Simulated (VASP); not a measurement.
# InSb (lda) (F-43m) in VASP: a series of runs

InSb (lda) is run at these levels: LDA; tasks: single point, relaxation of cell and atoms.

All numbers are computed with VASP 6.6.1; they aren't measurements. Logs are shortened: lines on timing, memory, paths and dates and some standing lists are left out, and cuts for length are marked.

**1. The cell of the first run**

It takes space group F-43m (No. 216, cubic). The conventional cell has a = 6.451 Å, b = 6.451 Å, c = 6.451 Å, α = 90.00°, β = 90.00°, γ = 90.00°. Within 3.7 Å of In (site symmetry -43m) lie 4 Sb at 2.79 Å. Sb (site symmetry -43m) has 4 In at 2.79 Å within 3.7 Å.

**2. Single point, LDA**

File INCAR:

```
SYSTEM = InSb
PREC     = Accurate       ! precision mode
ENCUT    = 500            ! plane-wave cutoff, eV
EDIFF    = 1E-6           ! SCF threshold, eV
ISMEAR   = -1             ! smearing method
SIGMA    = 0.15           ! smearing width, eV
LREAL    = .FALSE.        ! projectors in reciprocal space
LASPH    = .TRUE.         ! aspherical terms in the spheres
NELM     = 120            ! most SCF steps
ALGO     = Normal         ! electronic algorithm
ISIF     = 2              ! what is computed and relaxed
LWAVE    = .FALSE.        ! write WAVECAR
LCHARG   = .TRUE.         ! write CHGCAR
LELF     = .TRUE.         ! ELF
LVHAR    = .TRUE.       
NBANDS   = 16             ! bands
GGA_COMPAT= .FALSE.
```

File KPOINTS:

```
regular mesh
0
G
  12 12 12
  0 0 0
```

File POSCAR:

```
InSb
1.0
    0.0000000000      3.2256185437      3.2256185437
    3.2256185437      0.0000000000      3.2256185437
    3.2256185437      3.2256185437      0.0000000000
In Sb
1 1
Direct
    0.0000000000      0.0000000000      0.0000000000
    0.7500000000      0.7500000000      0.7500000000
```

Potentials or basis: VASP PAW LDA potentials, release 64 (In_d, Sb).

The run is started by

```bash
$ cat potpaw_LDA.64/In_d/POTCAR potpaw_LDA.64/Sb/POTCAR > POTCAR
$ mpirun -np 1 vasp_std > vasp.out
```

OUTCAR:

```text
SYSTEM = InSb
   PREC = Accurate
   ENCUT = 500
   EDIFF = 1E-6
   ISMEAR = -1
   LREAL = .FALSE.
   LASPH = .TRUE.
   NELM = 120
   ISIF = 2

 ion  position               nearest neighbor table
   1  0.000  0.000  0.000-   2 2.79   2 2.79   2 2.79   2 2.79
   2  0.750  0.750  0.750-   1 2.79   1 2.79   1 2.79   1 2.79

  LATTYP: Found a face centered cubic cell.
 ALAT       =     6.4512370874

  Lattice vectors:

 A1 = (   0.0000000000,   3.2256185437,   3.2256185437)
 A2 = (   3.2256185437,   0.0000000000,   3.2256185437)
 A3 = (   3.2256185437,   3.2256185437,   0.0000000000)

Analysis of symmetry for initial positions (statically):
=====================================================================
 Subroutine PRICEL returns:
 Original cell was already a primitive cell.

 Routine SETGRP: Setting up the symmetry group for a
 face centered cubic supercell.

 Subroutine GETGRP returns: Found 24 space group operations
 (whereof 24 operations were pure point group operations)
 out of a pool of 48 trial point group operations.

The static configuration has the point symmetry T_d .

Analysis of symmetry for dynamics (positions and initial velocities):
=====================================================================
 Subroutine PRICEL returns:
 Original cell was already a primitive cell.

 Routine SETGRP: Setting up the symmetry group for a
 face centered cubic supercell.

 Subroutine GETGRP returns: Found 24 space group operations
 (whereof 24 operations were pure point group operations)
 out of a pool of 48 trial point group operations.

The dynamic configuration has the point symmetry T_d .

 Subroutine INISYM returns: Found 24 space group operations
 (whereof 24 operations are pure point group operations),
 and found     1 'primitive' translations

----------------------------------------------------------------------------------------

                                     Primitive cell

  volume of cell :      67.1226

  direct lattice vectors                    reciprocal lattice vectors
     0.000000000  3.225618544  3.225618544    -0.155009030  0.155009030  0.155009030
     3.225618544  0.000000000  3.225618544     0.155009030 -0.155009030  0.155009030
     3.225618544  3.225618544  0.000000000     0.155009030  0.155009030 -0.155009030

  length of vectors
     4.561713492  4.561713492  4.561713492     0.268483515  0.268483515  0.268483515

  position of ions in fractional coordinates (direct lattice)
     0.000000000  0.000000000  0.000000000
     0.750000000  0.750000000  0.750000000

  ion indices of the primitive-cell ions
   primitive index   ion index
                 1           1
                 2           2

----------------------------------------------------------------------------------------

 KPOINTS: regular mesh

Automatic generation of k-mesh.
 Grid dimensions read from file:
 generate k-points for:   12   12   12

 Generating k-lattice:

  Cartesian coordinates                     Fractional coordinates (reciprocal lattice)
    -0.012917419  0.012917419  0.012917419     0.083333333  0.000000000  0.000000000
     0.012917419 -0.012917419  0.012917419     0.000000000  0.083333333  0.000000000
     0.012917419  0.012917419 -0.012917419     0.000000000  0.000000000  0.083333333

  Length of vectors
     0.022373626  0.022373626  0.022373626

  Shift w.r.t. Gamma in fractional coordinates (k-lattice)
     0.000000000  0.000000000  0.000000000

 Subroutine IBZKPT returns following result:
 ===========================================

 Found     72 irreducible k-points:

 Following reciprocal coordinates:
            Coordinates               Weight
  0.000000  0.000000  0.000000      1.000000
  0.083333  0.000000  0.000000      8.000000
  0.166667  0.000000  0.000000      8.000000
  0.250000  0.000000  0.000000      8.000000
  0.333333  0.000000  0.000000      8.000000
  0.416667  0.000000  0.000000      8.000000
[... 16 lines left out ...]
  0.500000  0.166667  0.000000     24.000000
 -0.416667  0.166667  0.000000     24.000000
 [... further k-points ...]
   k-points           NKPTS =     72   k-points in BZ     NKDIM =     72   number of bands    NBANDS=     16
   number of dos      NEDOS =    301   number of ions     NIONS =      2
   total plane-waves  NPLWV =  46656
   dimension x,y,z NGX =    36 NGY =   36 NGZ =   36
   dimension x,y,z NGXF=    72 NGYF=   72 NGZF=   72
   ions per type =               1   1
   NGX,Y,Z   is equivalent  to a cutoff of  13.12, 13.12, 13.12 a.u.
   NGXF,Y,Z  is equivalent  to a cutoff of  26.24, 26.24, 26.24 a.u.
 SYSTEM =  InSb
   PREC   = accura    normal or accurate (medium, high low for compatibility)
   ISTART =      0    job   : 0-new  1-cont  2-samecut
   ICHARG =      2    charge: 1-file 2-atom 10-const
   ISPIN  =      1    spin polarized calculation?
   LNONCOLLINEAR =      F non collinear calculations
   LSORBIT =      F    spin-orbit coupling
   LASPH  =      T    aspherical Exc in radial PAW
   ENCUT  =  500.0 eV  36.75 Ry    6.06 a.u.   8.32  8.32  8.32*2*pi/ulx,y,z
   NELM   =    120;   NELMIN=  2; NELMDL= -5     # of ELM steps
   EDIFF  = 0.1E-05   stopping-criterion for ELM
   LREAL  =      F    real-space projection
   EDIFFG = 0.1E-04   stopping-criterion for IOM
   NSW    =      0    number of steps for IOM
   IBRION =     -1    ionic relax: 0-MD 1-quasi-New 2-CG
   NFREE  =      0    steps in history (QN), initial steepest desc. (CG)
   ISIF   =      2    stress and relaxation
   ISYM   =      2    0-nonsym 1-usesym 2-fastsym
   POTIM  = 0.5000    time-step for ionic-motion
   TEBEG  =    0.0;   TEEND  =   0.0 temperature during run
   PSTRESS=    0.0 pullay stress
   NELECT =      18.0000    total number of electrons
   NUPDOWN=      -1.0000    fix difference up-down
   EMIN   =  10.00;   EMAX   =-10.00  energy-range for DOS
   EFERMI =   0.00;   METHOD = LEGACY
   ISMEAR =    -1;   SIGMA  =   0.15  broadening in eV -4-tet -1-fermi 0-gaus
   EFERMI_NEDOS =   21; number of points for ismear=-14 and -15
   IALGO  =     38    algorithm
   IMIX   =      4    mixing-type and parameters
     AMIX     =   0.40;   BMIX     =  1.00
     AMIX_MAG =   1.60;   BMIX_MAG =  1.00
  volume/ion in A,a.u.               =      33.56       226.48
  Fermi-wavevector in a.u.,A,eV,Ry     =   1.055705  1.994994 15.163876  1.114513
  Thomas-Fermi vector in A             =   2.190913
   LORBIT       =      0    0 simple, 1 ext, 2 COOP (PROOUT), +10 PAW based schemes
   GGA     = CA    functional components
   LHFCALC =     F    Hartree Fock is set to
   AEXX    =    0.0000 exact exchange contribution
   IVDW    =     0    specifies the selected vdW correction
   LEPSILON=     F    determine dielectric tensor
   LRPA    =     F    only Hartree local field effects (RPA)
 non-spin polarized calculation
  energy-cutoff  :      500.00
  volume of cell :       67.12
 maximum number of plane-waves:      1731
 NGX is ok and might be reduce to    36
   NGX = 17   NGY = 17   NGZ = 17

 number of electron      17.9999996 magnetization

 Free energy of the ion-electron system (eV)
  ---------------------------------------------------
  ext. energy  EPLUGINS =         0.00000000
  ---------------------------------------------------
  free energy    TOTEN  =        -8.21865838 eV

  energy without entropy =       -8.21211603  energy(sigma->0) =       -8.21538721

 E-fermi :   5.2644     XC(G=0):  -9.0470

 val. band max:        5.0260764243   @ k =   0.0000   0.0000   0.0000
 cond. band min:       5.4706097050   @ k =   0.5000   0.0000   0.0000
 fundamental gap:      0.4445332808
 Fermi energy:         5.2644412514

 k-point     1 :       0.0000    0.0000    0.0000
  band No.  band energies     occupation
      1      -9.5579      2.00000
      2      -9.5579      2.00000
      3      -9.5579      2.00000
      4      -9.4668      2.00000
      5      -9.4668      2.00000
      6      -5.8292      2.00000
[... 8 lines left out ...]
     15      13.3128      0.00000
     16      13.3128      0.00000

 k-point     2 :       0.0833    0.0000    0.0000
  band No.  band energies     occupation
      1      -9.5615      2.00000
      2      -9.5563      2.00000
      3      -9.5563      2.00000
      4      -9.4669      2.00000
      5      -9.4669      2.00000
      6      -5.7644      2.00000
[... 8 lines left out ...]
     15      12.7517      0.00000
     16      12.7517      0.00000

 k-point     3 :       0.1667    0.0000    0.0000
  band No.  band energies     occupation
      1      -9.5714      2.00000
      2      -9.5521      2.00000
      3      -9.5521      2.00000
      4      -9.4672      2.00000
      5      -9.4672      2.00000
      6      -5.5748      2.00000
[... 8 lines left out ...]
     15      12.3122      0.00000
     16      12.3122      0.00000

 k-point     4 :       0.2500    0.0000    0.0000
  band No.  band energies     occupation
      1      -9.5846      2.00000
      2      -9.5467      2.00000
      3      -9.5467      2.00000
      4      -9.4671      2.00000
      5      -9.4671      2.00000
      6      -5.2779      2.00000
[... 8 lines left out ...]
     15      12.2834      0.00000
     16      12.2834      0.00000

 k-point     5 :       0.3333    0.0000    0.0000
  band No.  band energies     occupation
      1      -9.5976      2.00000
      2      -9.5419      2.00000
      3      -9.5419      2.00000
      4      -9.4664      2.00000
      5      -9.4664      2.00000
      6      -4.9146      2.00000
[... 8 lines left out ...]
     15      12.7288      0.00000
     16      12.7288      0.00000

 k-point     6 :       0.4167    0.0000    0.0000
  band No.  band energies     occupation
      1      -9.6071      2.00000
      2      -9.5388      2.00000
      3      -9.5388      2.00000
      4      -9.4655      2.00000
      5      -9.4655      2.00000
      6      -4.5763      2.00000
[... 8 lines left out ...]
     15      13.5237      0.00000
     16      13.5237      0.00000

 k-point     7 :       0.5000    0.0000    0.0000
  band No.  band energies     occupation
      1      -9.6105      2.00000
      2      -9.5377      2.00000
      3      -9.5377      2.00000
      4      -9.4651      2.00000
      5      -9.4651      2.00000
      6      -4.4267      2.00000
[... 8 lines left out ...]
     15      14.1684      0.00000
     16      14.1684      0.00000

 k-point     8 :       0.0833    0.0833    0.0000
  band No.  band energies     occupation
      1      -9.5645      2.00000
      2      -9.5548      2.00000
      3      -9.5548      2.00000
      4      -9.4679      2.00000
      5      -9.4662      2.00000
      6      -5.7427      2.00000
[... 8 lines left out ...]
     15      12.1221      0.00000
     16      13.3811      0.00000

 k-point     9 :       0.1667    0.0833    0.0000
  band No.  band energies     occupation
      1      -9.5729      2.00000
      2      -9.5514      2.00000
      3      -9.5506      2.00000
      4      -9.4690      2.00000
      5      -9.4657      2.00000
      6      -5.5944      2.00000
[... 8 lines left out ...]
     15      11.8773      0.00000
     16      13.0184      0.00000
[... 172 lines left out ...]
 k-point    19 :       0.1667    0.1667    0.0000
  band No.  band energies     occupation
      1      -9.5819      2.00000
      2      -9.5464      2.00000
      3      -9.5464      2.00000
      4      -9.4712      2.00000
      5      -9.4645      2.00000
      6      -5.4886      2.00000
[... 8 lines left out ...]
     15      12.2968      0.00000
     16      13.5851      0.00000

 k-point    20 :       0.2500    0.1667    0.0000
  band No.  band energies     occupation
      1      -9.5929      2.00000
      2      -9.5414      2.00000
      3      -9.5407      2.00000
      4      -9.4731      2.00000
      5      -9.4635      2.00000
      6      -5.2660      2.00000
[... 8 lines left out ...]
     15      13.0035      0.00000
     16      13.5046      0.00000

 k-point    21 :       0.3333    0.1667    0.0000
  band No.  band energies     occupation
      1      -9.6036      2.00000
      2      -9.5374      2.00000
      3      -9.5354      2.00000
      4      -9.4739      2.00000
      5      -9.4629      2.00000
      6      -4.9501      2.00000
[... 8 lines left out ...]
     15      13.2564      0.00000
     16      13.6785      0.00000

 k-point    22 :       0.4167    0.1667    0.0000
  band No.  band energies     occupation
      1      -9.6121      2.00000
      2      -9.5347      2.00000
      3      -9.5317      2.00000
      4      -9.4731      2.00000
      5      -9.4629      2.00000
      6      -4.5947      2.00000
[... 8 lines left out ...]
     15      13.5732      0.00000
     16      14.2339      0.00000

 k-point    23 :       0.5000    0.1667    0.0000
  band No.  band energies     occupation
      1      -9.6167      2.00000
      2      -9.5335      2.00000
      3      -9.5304      2.00000
      4      -9.4710      2.00000
      5      -9.4639      2.00000
      6      -4.3136      2.00000
[... 8 lines left out ...]
     15      13.9764      0.00000
     16      14.2612      0.00000

 k-point    24 :      -0.4167    0.1667    0.0000
  band No.  band energies     occupation
      1      -9.6163      2.00000
      2      -9.5335      2.00000
      3      -9.5314      2.00000
      4      -9.4687      2.00000
      5      -9.4659      2.00000
      6      -4.2688      2.00000
[... 8 lines left out ...]
     15      13.2376      0.00000
     16      13.5167      0.00000

 [... further k-points ...]
[... 5 lines left out ...]
  --------------------------------------------------------------------------------------
  -------------------------------------------------------------------------------------
  Total        0.0345637      0.0345637      0.0345637      0.0000000      0.0000000      0.0000000
  in kB        0.8250157      0.8250157      0.8250157      0.0000000      0.0000000      0.0000000
  external PRESSURE =       0.8250157 kB  Pullay stress =       0.0000000 kB

 VOLUME and BASIS-vectors are now :
 -----------------------------------------------------------------------------
  energy-cutoff  :      500.00
  volume of cell :       67.12
      direct lattice vectors                 reciprocal lattice vectors
     0.000000000  3.225618544  3.225618544    -0.155009030  0.155009030  0.155009030
     3.225618544  0.000000000  3.225618544     0.155009030 -0.155009030  0.155009030
     3.225618544  3.225618544  0.000000000     0.155009030  0.155009030 -0.155009030

 POSITION                                       TOTAL-FORCE (eV/Angst)
 -----------------------------------------------------------------------------------
      0.00000      0.00000      0.00000         0.000000     -0.000000      0.000000
      4.83843      4.83843      4.83843        -0.000000      0.000000     -0.000000
 -----------------------------------------------------------------------------------
    total drift:                                0.000000      0.000000      0.000000

  FREE ENERGIE OF THE ION-ELECTRON SYSTEM (eV)
  ---------------------------------------------------
  free  energy   TOTEN  =        -8.2186583814 eV

  energy  without entropy=       -8.2121160291  energy(sigma->0) =       -8.21538721
```

Run time: 33 s. Hardware: 1 thread of Intel Xeon 6975P-C (Granite Rapids), shared host; peak memory 0.22 GiB.

What came out:

```yaml
Free_energy: -8.2187 eV
Pressure: 0.1 GPa
Band_gap_on_the_k_mesh: zero (filled and empty bands touch)
```

Caveat: spin-orbit coupling is left out, which moves the levels of the heavy elements.

(Part 1 of 2 ends here.)
